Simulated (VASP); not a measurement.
# GaN (Fm-3m) in VASP: notebook, part 2 of 2

VASP 6.6.1.

## 4. Relaxation of cell and atoms, PBE+D4

File INCAR:

```
PREC     = Accurate       # precision mode
ENCUT    = 600            # plane-wave cutoff, eV
EDIFF    = 1E-7           # SCF threshold, eV
ISMEAR   = -1             # smearing method
SIGMA    = 0.05           # smearing width, eV
LREAL    = F              # projectors in reciprocal space
LASPH    = T              # aspherical terms in the spheres
NELM     = 100            # most SCF steps
ALGO     = Normal         # electronic algorithm
ISIF     = 3              # what is computed and relaxed
LWAVE    = F              # write WAVECAR
LCHARG   = F              # write CHGCAR
GGA      = PE             # functional
IVDW     = 13             # dispersion correction
IBRION   = 2              # ionic algorithm
NSW      = 60             # ionic steps
EDIFFG   = -0.01          # ionic threshold
```

File KPOINTS:

```
Automatic mesh
0
Gamma
  11 11 11
```

File POSCAR:

```
GaN
1.0
    0.0000000000      2.1352350000      2.1352350000
    2.1352350000      0.0000000000      2.1352350000
    2.1352350000      2.1352350000      0.0000000000
Ga N
1 1
Direct
    0.0000000000      0.0000000000      0.0000000000
    0.5000000000      0.5000000000      0.5000000000
```

Potentials or basis: VASP PAW PBE potentials, release 64 (Ga_d, N).

Launch:

```sh
$ cat potpaw_PBE.64/Ga_d/POTCAR potpaw_PBE.64/N/POTCAR > POTCAR
$ mpirun -np 1 vasp_std > vasp.out
```

OUTCAR:

```text
PREC = Accurate
   ENCUT = 600
   EDIFF = 1E-7
   ISMEAR = -1
   LREAL = F
   LASPH = T
   NELM = 100
   ISIF = 3
   GGA = PE
   IVDW = 13
   IBRION = 2
   NSW = 60
   EDIFFG = -0.01

 ion  position               nearest neighbor table
   1  0.000  0.000  0.000-   2 2.14   2 2.14   2 2.14   2 2.14   2 2.14   2 2.14
   2  0.500  0.500  0.500-   1 2.14   1 2.14   1 2.14   1 2.14   1 2.14   1 2.14

  LATTYP: Found a face centered cubic cell.
 ALAT       =     4.2704700000

  Lattice vectors:

 A1 = (   0.0000000000,   2.1352350000,   2.1352350000)
 A2 = (   2.1352350000,   0.0000000000,   2.1352350000)
 A3 = (   2.1352350000,   2.1352350000,   0.0000000000)

Analysis of symmetry for initial positions (statically):
=====================================================================
 Subroutine PRICEL returns:
 Original cell was already a primitive cell.

 Routine SETGRP: Setting up the symmetry group for a
 face centered cubic supercell.

 Subroutine GETGRP returns: Found 48 space group operations
 (whereof 48 operations were pure point group operations)
 out of a pool of 48 trial point group operations.

The static configuration has the point symmetry O_h .

Analysis of symmetry for dynamics (positions and initial velocities):
=====================================================================
 Subroutine PRICEL returns:
 Original cell was already a primitive cell.

[... 152 lines left out ...]
  ---------------------------------------------------
  free energy    TOTEN  =       -11.20839896 eV

  energy without entropy =      -11.20834171  energy(sigma->0) =      -11.20837034

------------------------ aborting loop because EDIFF is reached ----------------------------------------

  DFT-D4 for vdW energy calculation

  Edisp (eV):   -0.89903
[... 71 lines left out ...]
--------------------------------------- Ionic step        3  -------------------------------------------

 number of electron      18.0000009 magnetization

 Free energy of the ion-electron system (eV)
  ---------------------------------------------------
  ext. energy  EPLUGINS =         0.00000000
  ---------------------------------------------------
  free energy    TOTEN  =       -11.19384288 eV

  energy without entropy =      -11.19383301  energy(sigma->0) =      -11.19383794

 E-fermi :   8.3302     XC(G=0): -13.0871

 val. band max:        7.9241059545   @ k =  -0.1818   0.1818   0.0000
 cond. band min:       8.6650169140   @ k =   0.4545   0.4545   0.0000
 fundamental gap:      0.7409109596
 Fermi energy:         8.3301586499

 k-point     1 :       0.0000    0.0000    0.0000
  band No.  band energies     occupation
      1      -9.4019      2.00000
      2      -6.0741      2.00000
      3      -6.0741      2.00000
      4      -6.0741      2.00000
      5      -5.9794      2.00000
      6      -5.9794      2.00000
      7       7.4017      2.00000
      8       7.4017      2.00000
      9       7.4017      2.00000
     10      10.1664      0.00000
     11      22.6456      0.00000
     12      22.6456      0.00000
     13      22.6456      0.00000
[... 354 lines left out ...]
  band No.  band energies     occupation
      1      -7.8988      2.00000
      2      -6.1387      2.00000
      3      -6.1320      2.00000
      4      -6.1125      2.00000
      5      -5.9825      2.00000
      6      -5.7706      2.00000
      7       3.0423      2.00000
      8       5.5736      2.00000
      9       7.9241      1.99941
     10      14.0285      0.00000
     11      16.5915      0.00000
     12      17.8648      0.00000
     13      18.6398      0.00000

 [... further k-points ...]

------------------------ aborting loop because EDIFF is reached ----------------------------------------

  DFT-D4 for vdW energy calculation

  Edisp (eV):   -0.92725
[... 25 lines left out ...]
  FREE ENERGIE OF THE ION-ELECTRON SYSTEM (eV)
  ---------------------------------------------------
  free  energy   TOTEN  =       -12.1210965706 eV

  energy  without entropy=      -12.1210867003  energy(sigma->0) =      -12.12109164

 reached required accuracy - stopping structural energy minimisation
```

CONTCAR:

```text
GaN
   1.00000000000000
    -0.0000000000000000    2.1123946710970616    2.1123946710970616
     2.1123946710970616   -0.0000000000000000    2.1123946710970616
     2.1123946710970616    2.1123946710970616   -0.0000000000000000
  Ga              N
     1     1
Direct
     0.0000000000000000    0.0000000000000000    0.0000000000000000
     0.5000000000000000    0.5000000000000000    0.5000000000000000

  0.00000000E+00  0.00000000E+00  0.00000000E+00
  0.00000000E+00  0.00000000E+00  0.00000000E+00
```

It took 29 s on 1 thread of Intel Xeon 6455B, shared host; peak memory 0.15 GiB.

Results:

* Free energy: -12.1211 eV
* Relaxed volume: 9.43 Å³/atom
* Relaxed cell: a = 2.987 Å, b = 2.987 Å, c = 2.987 Å, α = 60.00°, β = 60.00°, γ = 60.00°
* Space group after relaxing (to 0.1 Å): Fm-3m (No. 225)
* Energy gained by relaxing: 6.8 meV/atom
* Ionic steps: 3
* Pressure after relaxing: 0.0 GPa
* Band gap on the k mesh: 0.74 eV (least direct gap 2.76 eV)
* Dispersion energy per atom: -0.464 eV

Step by step:
| step | energy change (eV) | largest force (eV/Å) | pressure (GPa) | volume (Å³) |
| --- | --- | --- | --- | --- |
| 1 | 0.0000 | 0.0000 | -6.85 | 19.47 |
| 2 | -0.0026 | 0.0000 | 6.86 | 18.32 |
| 3 | -0.0137 | 0.0000 | -0.01 | 18.85 |

Final structure:
```
Ga N
1.0
     0.00000    2.11239    2.11239
     2.11239    0.00000    2.11239
     2.11239    2.11239    0.00000
Ga N
1 1
Cartesian
  0.0000 0.0000 0.0000
  2.1124 2.1124 2.1124
```

Caveat: an odd mesh through Γ misses points on the zone boundary, where band edges can lie.

## 5. Relaxation of cell and atoms, PBEsol+D3(BJ)

Edit INCAR of step 4 so:

```diff
@@ -2,3 +2,3 @@
 ENCUT    = 600            # plane-wave cutoff, eV
-EDIFF    = 1E-7           # SCF threshold, eV
+EDIFF    = 1E-6           # SCF threshold, eV
 ISMEAR   = -1             # smearing method
@@ -12,4 +12,4 @@
 LCHARG   = F              # write CHGCAR
-GGA      = PE             # functional
-IVDW     = 13             # dispersion correction
+GGA      = PS             # functional
+IVDW     = 12             # dispersion correction
 IBRION   = 2              # ionic algorithm
```

File KPOINTS:

```
regular mesh
0
Gamma
  11 11 11
```

POSCAR is that of step 4.

Potentials or basis: VASP PAW PBE potentials, release 64 (Ga_d, N).

Launch:

```sh
$ cat potpaw_PBE.64/Ga_d/POTCAR potpaw_PBE.64/N/POTCAR > POTCAR
$ mpirun -np 1 vasp_std > vasp.out
```

OUTCAR:

```text
PREC = Accurate
   ENCUT = 600
   EDIFF = 1E-6
   ISMEAR = -1
   LREAL = F
   LASPH = T
   NELM = 100
   ISIF = 3
   GGA = PS
   IVDW = 12
   IBRION = 2
   NSW = 60
   EDIFFG = -0.01
 IVDW          = 12

 ion  position               nearest neighbor table
   1  0.000  0.000  0.000-   2 2.14   2 2.14   2 2.14   2 2.14   2 2.14   2 2.14
   2  0.500  0.500  0.500-   1 2.14   1 2.14   1 2.14   1 2.14   1 2.14   1 2.14

  LATTYP: Found a face centered cubic cell.
 ALAT       =     4.2704700000

  Lattice vectors:

 A1 = (   0.0000000000,   2.1352350000,   2.1352350000)
 A2 = (   2.1352350000,   0.0000000000,   2.1352350000)
 A3 = (   2.1352350000,   2.1352350000,   0.0000000000)

Analysis of symmetry for initial positions (statically):
=====================================================================
 Subroutine PRICEL returns:
 Original cell was already a primitive cell.

 Routine SETGRP: Setting up the symmetry group for a
 face centered cubic supercell.

[... 374 lines left out ...]
  energy without entropy =      -12.25763681  energy(sigma->0) =      -12.25763964

 E-fermi :   8.5195     XC(G=0): -13.4162

 val. band max:        8.0839022020   @ k =  -0.1818   0.1818   0.0000
 cond. band min:       8.8855200005   @ k =   0.4545   0.4545   0.0000
 fundamental gap:      0.8016177985
 Fermi energy:         8.5195321611

 k-point     1 :       0.0000    0.0000    0.0000
  band No.  band energies     occupation
      1      -9.4872      2.00000
      2      -5.8538      2.00000
      3      -5.8538      2.00000
      4      -5.8538      2.00000
      5      -5.7509      2.00000
      6      -5.7509      2.00000
      7       7.5246      2.00000
      8       7.5246      2.00000
      9       7.5246      2.00000
     10      10.5832      0.00000
     11      22.8185      0.00000
     12      22.8185      0.00000
     13      22.8185      0.00000
[... 354 lines left out ...]
  band No.  band energies     occupation
      1      -7.9179      2.00000
      2      -5.9327      2.00000
      3      -5.9195      2.00000
      4      -5.8996      2.00000
      5      -5.7543      2.00000
      6      -5.5392      2.00000
      7       3.1515      2.00000
      8       5.6333      2.00000
      9       8.0839      1.99967
     10      14.3731      0.00000
     11      16.8364      0.00000
     12      18.0054      0.00000
     13      18.8622      0.00000

 [... further k-points ...]

------------------------ aborting loop because EDIFF is reached ----------------------------------------

 Edisp (eV)   -0.55016

 E8    (eV) :    -0.3489
[... 25 lines left out ...]
  FREE ENERGIE OF THE ION-ELECTRON SYSTEM (eV)
  ---------------------------------------------------
  free  energy   TOTEN  =       -12.8077999755 eV

  energy  without entropy=      -12.8077943182  energy(sigma->0) =      -12.80779715

 reached required accuracy - stopping structural energy minimisation
```

OSZICAR:

```text
N       E                     dE             d eps       ncg     rms          rms(c)
DAV:   1     0.918841870718E+02    0.91884E+02   -0.10546E+04  1562   0.279E+03
DAV:   2    -0.611662342468E+01   -0.98001E+02   -0.92194E+02  1581   0.389E+02
DAV:   3    -0.137106997976E+02   -0.75941E+01   -0.74976E+01  1676   0.943E+01
[... 44 lines left out ...]
DAV:   1    -0.122578223420E+02    0.43822E-03   -0.25854E-03  1706   0.146E+00    0.819E-02
DAV:   2    -0.122576845937E+02    0.13775E-03   -0.21356E-04  1771   0.523E-01    0.388E-02
DAV:   3    -0.122576459469E+02    0.38647E-04   -0.54402E-05  1769   0.276E-01    0.771E-03
DAV:   4    -0.122576424803E+02    0.34666E-05   -0.74889E-06  1766   0.421E-02    0.116E-03
DAV:   5    -0.122576424719E+02    0.83878E-08   -0.13715E-07   728   0.552E-03
   6 F= -.12807800E+02 E0= -.12807797E+02  d E =-.117656E-04
```

CONTCAR:

```text
GaN
   1.00000000000000
     0.0000000000000000    2.0966479897569044    2.0966479897569044
     2.0966479897569044   -0.0000000000000000    2.0966479897569044
     2.0966479897569044    2.0966479897569044   -0.0000000000000000
  Ga              N
     1     1
Direct
     0.0000000000000000    0.0000000000000000    1.0000000000000000
     0.5000000000000000    0.5000000000000000    0.5000000000000000

  0.00000000E+00  0.00000000E+00  0.00000000E+00
  0.00000000E+00  0.00000000E+00  0.00000000E+00
```

Run time: 39 s. Hardware: 1 thread of Intel Xeon 6455B, shared host; peak memory 0.17 GiB.

Results:

```yaml
Free_energy: -12.8078 eV
Relaxed_volume: 9.22 Å³/atom
Relaxed_cell: a = 2.965 Å, b = 2.965 Å, c = 2.965 Å, α = 60.00°, β = 60.00°, γ = 60.00°
Space_group_after_relaxing_to_0.1_Å: Fm-3m (No. 225)
Energy_gained_by_relaxing: 20.0 meV/atom
Ionic_steps: 6
Pressure_after_relaxing: 0.1 GPa
Band_gap_on_the_k_mesh: 0.80 eV (least direct gap 3.06 eV)
Dispersion_energy_per_atom: -0.275 eV
```

Step by step:
```tsv
step	energy change (eV)	largest force (eV/Å)	pressure (GPa)	volume (Å³)
1	0.0000	0.0000	-11.85	19.47
2	-0.0013	0.0000	14.52	17.51
3	-0.0401	0.0000	-0.29	18.44
4	-0.0401	0.0000	0.27	18.42
5	-0.0401	0.0000	-0.35	18.45
6	-0.0401	0.0000	0.05	18.43
```

Final structure:
```cif
data_structure
_symmetry_space_group_name_H-M 'P 1'
_symmetry_Int_Tables_number 1
_cell_length_a 2.9651
_cell_length_b 2.9651
_cell_length_c 2.9651
_cell_angle_alpha 60.000
_cell_angle_beta 60.000
_cell_angle_gamma 60.000
_cell_volume 18.43
loop_
_atom_site_label
_atom_site_type_symbol
_atom_site_fract_x
_atom_site_fract_y
_atom_site_fract_z
_atom_site_occupancy
Ga1 Ga 0.00000 0.00000 0.00000 1
N1 N 0.50000 0.50000 0.50000 1
```

Levels at points of the mesh, in eV from the valence-band top:
| k point | band 5 | band 6 | band 7 | band 8 | band 9 | band 10 | band 11 | band 12 | band 13 |
| --- | --- | --- | --- | --- | --- | --- | --- | --- | --- |
| (0.00, 0.00, 0.00) | -13.83 | -13.83 | -0.56 | -0.56 | -0.56 | 2.50 | 14.73 | 14.73 | 14.73 |

Caveat: the PAW data sets were made with another functional, which shifts forces and pressure a little; an odd mesh through Γ misses points on the zone boundary, where band edges can lie.

## 6. Overview

| task | level | cell | cutoff (eV) | smearing | gap on the mesh (eV) | pressure (GPa) | relaxed volume (Å³/atom) |
| --- | --- | --- | --- | --- | --- | --- | --- |
| single point | PBE | as given | 520 | gaussian 0.027 eV | 0.54 | 0.4 | - |
| relaxation of cell and atoms | PBE+D3(BJ) | relaxed | 600 | fermi-dirac 0.05 eV | 0.69 | 0.2 | 9.51 |
| relaxation of cell and atoms | PBE+D4 | relaxed | 600 | fermi-dirac 0.05 eV | 0.74 | 0.0 | 9.43 |
| relaxation of cell and atoms | PBEsol+D3(BJ) | relaxed | 600 | fermi-dirac 0.05 eV | 0.80 | 0.1 | 9.22 |

Alike in all rows: potentials or basis VASP PAW PBE potentials, release 64 (Ga_d, N); no spin polarisation; k mesh 11 × 11 × 11.

Caveats: an odd mesh through Γ misses points on the zone boundary, where band edges can lie; the PAW data sets were made with another functional, which shifts forces and pressure a little (at least some runs).

Absolute energies hang on the potentials; compare differences alone.
